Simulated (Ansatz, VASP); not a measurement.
**Two plane-wave programs on MnHg**

```
CELL_PARAMETERS angstrom
6.57600 0.00000 0.00000
0.00000 3.28800 0.00000
0.00000 0.00000 3.31300
ATOMIC_POSITIONS crystal
Mn 0.25000 0.50000 0.50000
Mn 0.75000 0.50000 0.50000
Hg 0.00000 0.00000 0.00000
Hg 0.50000 0.00000 0.00000
```

Alike in both runs: task single point; functional PBE; k mesh 4 × 8 × 8; occupations fermi-dirac, width 0.05 eV; no spin polarisation.

```csv
,VASP,Ansatz
version,VASP 6.6.1,Ansatz 0.2.0
potentials or method,"VASP PAW PBE potentials, release 64 (Mn_pv, Hg), cutoff 520 eV",PAW plane waves
valence electrons in the cell,50,70
```

Ansatz gave:

| Quantity | Value |
| --- | --- |
| pressure (GPa) | -14.0 |

Which values does VASP return?

Pressure (GPa): -13.3.

VASP's potentials hold 50 valence electrons a cell and Ansatz's 70, so a difference there can come from the potentials and not from the codes.

Spin-orbit coupling is off throughout.
